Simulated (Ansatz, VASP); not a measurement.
## Two plane-wave programs on Br

The input INCAR:

```
PREC = Accurate
ENCUT = 520
EDIFF = 1E-6
ISMEAR = -1
SIGMA = 0.05
LREAL = False
LASPH = True
NELM = 60
ALGO = Normal
ISIF = 2
LWAVE = False
LCHARG = False
GGA = PE
NBANDS = 22
```

File KPOINTS:

```
Automatic mesh
0
Gamma
  12 12 6
```

File POSCAR:

```
Br
1.0
    4.2931159844     -2.1343675280      0.0000000000
    4.2931159844      2.1343675280      0.0000000000
    0.0000000000      0.0000000000      8.7329383928
Br
4
Direct
    0.8591891476      0.1408108524      0.1182798855
    0.6408108524      0.3591891476      0.6182798855
    0.1408108524      0.8591891476      0.8817201145
    0.3591891476      0.6408108524      0.3817201145
```

Input for Ansatz:

```yaml
crystal:
  lattice:
    - [4.2931159844, -2.134367528, 0.0]
    - [4.2931159844, 2.134367528, 0.0]
    - [0.0, 0.0, 8.7329383928]
  atoms:
    - { symbol: Br, position: [0.8591891476, 0.1408108524, 0.1182798855] }
    - { symbol: Br, position: [0.6408108524, 0.3591891476, 0.6182798855] }
    - { symbol: Br, position: [0.1408108524, 0.8591891476, 0.8817201145] }
    - { symbol: Br, position: [0.3591891476, 0.6408108524, 0.3817201145] }
hamiltonian:
  xc: pbe
  pseudopotentials:
    kind: paw
    azcp:
      Br: "pseudopotentials/Br.paw.azcp"
basis:
  ecutwfc: 420
  fft_grid_basis: typed
kpoints:
  mp_grid: { grid: [12, 12, 6], shift: [0, 0, 0] }
magnetization:
  spin_polarized: false
scf:
  occupations: { method: fermi_dirac, width: 0.05 }
  lower_state_search: "off"
output:
  stress: true
```

Alike in both runs: task single point; functional PBE; k mesh 12 × 12 × 6; occupations fermi-dirac, width 0.05 eV; no spin polarisation.

|  | VASP | Ansatz |
| --- | --- | --- |
| version | VASP 6.6.1 | Ansatz 0.2.0 |
| potentials or method | VASP PAW PBE potentials, release 64 (Br), cutoff 520 eV | plane waves (420 eV) with PAW, scalar-relativistic |
| valence electrons in the cell | 28 | 28 |

```csv
,VASP,Ansatz,Ansatz less VASP
pressure (GPa),0.0,0.0,-0.01
```

With one functional, cell and mesh, what is left measures potentials, basis and numerics.
